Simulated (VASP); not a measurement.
Runs of VASP 6.6.1 on Si. The structure is that of space group P6_3/mmc (No. 194), or close to it. The cells are those of the table. 

```csv
cell,gap on the mesh (eV),pressure (GPa),largest force (eV/Å)
"a = 3.712, b = 3.712, c = 6.748 Å, angles 90.0, 90.0, 120.0°, 4 atoms",0.33,-1.0,(b)
"a = 4.045, b = 4.045, c = 5.682 Å, angles 90.0, 90.0, 120.0°, 4 atoms",none,2.1,2.70
"a = 3.939, b = 3.939, c = 5.990 Å, angles 90.0, 90.0, 120.0°, 4 atoms",none,-0.9,1.10
"a = 3.510, b = 3.510, c = 7.543 Å, angles 90.0, 90.0, 120.0°, 4 atoms",none,4.6,(a)
"a = 3.605, b = 3.605, c = 7.151 Å, angles 90.0, 90.0, 120.0°, 4 atoms",none,1.5,0.94
```

Alike in all rows: task single point; level LDA; potentials or basis VASP PAW LDA potentials, release 64 (Si); no spin polarisation; k mesh 12 × 12 × 6; cutoff (eV) 520; smearing gaussian 0.03 eV.

**Question.** Estimate the missing entries.

**Answer.** (a) 1.07; (b) 0.67.

Caveats: forces of over 1 eV/Å act on the atoms, so gaps and moduli don't describe the material at rest (some runs).

A k mesh can miss the band edges.

A gap of «none» marks levels without a gap at the run's occupations.
